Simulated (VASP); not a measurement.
Write the native input for VASP 6.6.1 that does the following.

* Task: relaxation of shape and atoms at fixed volume
* Functional: PBE
* Dispersion: D3(BJ)
* Potentials or basis: VASP PAW PBE potentials, release 64 (Pt, S)
* Cutoff: 600 eV
* k mesh: 12 × 12 × 8
* Occupations: gaussian, width 0.01 eV
* Spin: no spin polarisation
* Dipole correction: no
* Further INCAR settings: ALGO = Normal; EDIFF = 1e-07; IBRION = 2; EDIFFG = -0.01; NSW = 50; ISIF = 4

The structure of PtS2 lies in POSCAR:

```
PtS2
1.0
    3.5419762514      0.0000000000      0.0000000000
   -1.7709881257      3.0674414133      0.0000000000
    0.0000000000      0.0000000000      4.4864609940
Pt S
1 2
Direct
    0.0000000000      0.0000000000      0.0000000000
    0.3333333333      0.6666666667      0.2650336697
    0.6666666667      0.3333333333      0.7349663303
```

The input as run:

INCAR

```
  ALGO = Normal
  EDIFF = 1E-7
  EDIFFG = -0.01
  ENCUT = 600
  GGA = PE
  IBRION = 2
  ISIF = 4
  ISMEAR = 0
  IVDW = 12
  LASPH = T
  LCHARG = F
  LREAL = F
  LWAVE = F
  NELM = 100
  NSW = 50
  PREC = Accurate
  SIGMA = 0.01
```

KPOINTS

```
k-points
0
Gamma
  12 12 8
```

Potentials or basis: VASP PAW PBE potentials, release 64 (Pt, S).

Run with:

```console
$ cat potpaw_PBE.64/Pt/POTCAR potpaw_PBE.64/S/POTCAR > POTCAR
$ mpirun -np 1 vasp_std > vasp.out
```

It gave:

The energy gained by relaxing is 3.9 meV/atom and the ionic steps are 6. The pressure after relaxing is 3.5 GPa, the band gap on the k mesh is zero (bands 11 and 12 overlap by 0.31 eV) and the dispersion energy per atom is -0.482 eV.

Caveat: spin-orbit coupling is left out, which moves the levels of the heavy elements.

Run time: 7.1 min on 1 thread of Intel Xeon 8259CL, with other jobs on the host, peak memory 0.28 GiB.
